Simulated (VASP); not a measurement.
A run of VASP 6.6.1:

POSCAR

```
RbBr
1.0
    0.0000000000      3.8694020000      3.8694020000
    3.8694020000      0.0000000000      3.8694020000
    3.8694020000      3.8694020000      0.0000000000
Rb Br
1 1
Direct
    0.0020649186      0.0057957276     -0.0022494432
    0.2404375405      0.2533888958      0.2413213980
```

File INCAR.step1:

```
ALGO     = Normal         # electronic algorithm
EDIFF    = 1E-4           # SCF threshold, eV
ENCUT    = 520            # plane-wave cutoff, eV
GGA      = PE             # functional
ISMEAR   = -1             # smearing method
LASPH    = True           # aspherical terms in the spheres
LCHARG   = False          # write CHGCAR
LREAL    = False          # projectors in reciprocal space
LWAVE    = True           # write WAVECAR
NBANDS   = 15             # bands
NELM     = 60             # most SCF steps
PREC     = Accurate       # precision mode
SIGMA    = 0.052          # smearing width, eV
```

INCAR.step2

```
ALGO     = Normal         # electronic algorithm
EDIFF    = 1E-6           # SCF threshold, eV
ENCUT    = 520            # plane-wave cutoff, eV
ISIF     = 2              # what is computed and relaxed
ISMEAR   = -1             # smearing method
ISTART   = 1            
LASPH    = True           # aspherical terms in the spheres
LCHARG   = True           # write CHGCAR
LELF     = True           # ELF
LMIXTAU  = True         
LREAL    = False          # projectors in reciprocal space
LVHAR    = True         
LWAVE    = False          # write WAVECAR
METAGGA  = R2SCAN         # meta-GGA
NBANDS   = 15             # bands
NELM     = 60             # most SCF steps
PREC     = Accurate       # precision mode
SIGMA    = 0.052          # smearing width, eV
```

The input KPOINTS:

```
k-points
0
Gamma
  4 4 4
```

Potentials or basis: VASP PAW PBE potentials, release 64 (Rb_sv, Br).

The run is started by

```console
$ cat potpaw_PBE.64/Rb_sv/POTCAR potpaw_PBE.64/Br/POTCAR > POTCAR
$ cp INCAR.step1 INCAR
$ mpirun -np 1 vasp_std > vasp.out
$ cp INCAR.step2 INCAR
$ mpirun -np 1 vasp_std > vasp.out
```

Hardware: 1 thread of Intel(R) Xeon(R) 6975P-C (Granite Rapids) (shared host).

Task: How long does it take, and how much memory?

Result: Wall time 2.1 min on 1 thread of Intel(R) Xeon(R) 6975P-C (Granite Rapids), with other jobs on the host, peak memory 0.3 GiB. Counts: k points 36.
